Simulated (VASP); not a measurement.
**As2Pb: single point with PBE**

Crystal: As2Pb.

```
CELL_PARAMETERS angstrom
3.90272 0.00000 0.00000
0.00000 3.90272 0.00000
0.00000 0.00000 11.00577
ATOMIC_POSITIONS crystal
As 0.50000 0.50000 0.35411
As 0.50000 0.50000 0.85411
As 0.50000 0.50000 0.14589
As 0.50000 0.50000 0.64589
Pb 0.00000 0.00000 0.50000
Pb 0.00000 0.00000 0.00000
```

| Item | Value |
| --- | --- |
| Program | VASP 6.6.1 |
| Task | single point |
| Functional | PBE |
| Potentials or basis | VASP PAW PBE potentials, release 64 (As, Pb_d) |
| Cutoff | 520 eV |
| k mesh | 6 × 6 × 2 |
| Occupations | gaussian, width 0.2 eV |
| Spin | no spin polarisation |
| Dipole correction | no |
| Further INCAR settings | ALGO = Normal; EDIFF = 1e-06; NBANDS = 33 |

| Quantity | Value |
| --- | --- |
| Pressure | 0.3 GPa |
| Largest force | 0.065 eV/Å |
| Band gap on the k mesh | zero (band 24 reaches 5.24 eV, above the bottom of band 25 at 2.91 eV) |

Forces in eV/Å, atoms in the order of the input:
```
As   0.000  0.000 -0.065
As   0.000  0.000 -0.065
As   0.000  0.000  0.065
As   0.000  0.000  0.065
Pb   0.000  0.000  0.000
Pb   0.000  0.000  0.000
```

Levels at points of the mesh, in eV from the Fermi level:
```
           k point  band 21  band 22  band 23  band 24  band 25  band 26  band 27  band 28
(0.00, 0.00, 0.00)    -0.49    -0.49    -0.45    -0.45     1.80     1.97     1.97     2.28
(0.50, 0.00, 0.00)    -1.05    -0.58    -0.20     0.33     1.33     1.43     2.19     2.43
(0.50, 0.50, 0.00)    -3.43    -2.59    -2.59    -0.80    -0.07    -0.07     0.44     1.45
(0.00, 0.00, 0.50)    -1.37    -1.37     0.89     0.89     0.89     0.89     1.66     1.66
(0.50, 0.00, 0.50)    -0.42    -0.42     0.17     0.17     1.77     1.77     2.13     2.13
(0.50, 0.50, 0.50)    -2.42    -2.42    -1.43    -1.43    -1.43    -1.43     0.87     0.87
```

Run time: 2.1 min on 1 thread of AMD EPYC 7R13 (shared host), peak memory 0.28 GiB.

Caveat: spin-orbit coupling is left out, which moves the levels of the heavy elements.
